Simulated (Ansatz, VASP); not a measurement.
# One calculation of InGaPb3, two programs

File INCAR:

```
SYSTEM = InGaPb3
  PREC = Accurate
  ENCUT = 600
  EDIFF = 1E-6
  ISMEAR = 0
  SIGMA = 0.1
  LREAL = .False.
  LASPH = .True.
  NELM = 100
  ALGO = Normal
  ISIF = 3
  LWAVE = .False.
  LCHARG = .False.
  GGA = PE
  IBRION = 2
  NSW = 90
  EDIFFG = -0.04
```

File KPOINTS:

```
regular mesh
0
Gamma
  3 3 3
  0 0 0
```

Contents of POSCAR:

```
InGaPb3
1.0
    3.6364143100      2.0994847800      3.0773481800
   -3.6364143100      2.0994847800      3.0773481800
    0.0000000000     -4.1989695600      3.0773481800
In Ga Pb
1 1 3
Direct
    0.5394300200      0.5394300200      0.5394300200
    0.0100000000      0.0100000000      0.0100000000
    0.5069299900      0.9987400200      0.5069299900
    0.5069299900      0.5069299900      0.9987400200
    0.9987400200      0.5069299900      0.5069299900
```

Input for Ansatz:

```yaml
crystal:
  lattice:
    - [3.63641431, 2.09948478, 3.07734818]
    - [-3.63641431, 2.09948478, 3.07734818]
    - [0.0, -4.19896956, 3.07734818]
  atoms:
    - { symbol: In, position: [0.53943002, 0.53943002, 0.53943002] }
    - { symbol: Ga, position: [0.01, 0.01, 0.01] }
    - { symbol: Pb, position: [0.50692999, 0.99874002, 0.50692999] }
    - { symbol: Pb, position: [0.50692999, 0.50692999, 0.99874002] }
    - { symbol: Pb, position: [0.99874002, 0.50692999, 0.50692999] }
basis:
  ecutwfc: 420
kpoints:
  mp_grid: { grid: [3, 3, 3] }
hamiltonian:
  xc: pbe
scf:
  occupations: { method: gaussian, width: 0.1 }
  lower_state_search: "off"
output:
  forces: true
  stress: true
  eigenvalues: true
relax:
  adjacent_minimum: "off"
  f_tol: 0.04
  max_steps: 70
  cell: { stress_tol: 0.4 }
```

Change from the starting cell: species swapped into the CsGeI3 type (R3m, No. 160).

Alike in both runs: task relaxation of cell and atoms; functional PBE; k mesh 3 × 3 × 3; occupations gaussian, width 0.1 eV; no spin polarisation.

```csv
,VASP,Ansatz
version,VASP 6.6.1,Ansatz 0.2.0
potentials or method,"VASP PAW PBE potentials, release 64 (In_d, Ga_d, Pb_d), cutoff 600 eV","scalar-relativistic, plane waves, PAW"
valence electrons in the cell,68,68
```

Ansatz gave:

* gap on the k mesh at the Fermi level, each at its own relaxed structure (eV): none
* relaxed volume (Å³/atom): 33.82
* relaxed cell length with the largest relative difference (Å): 5.889

Task: Estimate VASP's values.

Result: gap on the k mesh at the Fermi level, each at its own relaxed structure (eV): none; relaxed volume (Å³/atom): 38.20; relaxed cell length with the largest relative difference (Å): 6.230.

A gap of «none» marks a metal or a gap that the smearing closes. One of these differences is far larger than is usual between the two programs; its cause wasn't traced.

The k mesh is coarse, so the values compare programs but aren't converged. Spin-orbit coupling is off throughout. Noted on VASP's run: the volume moved by over 15 % at a fixed basis, so the end points are rough.
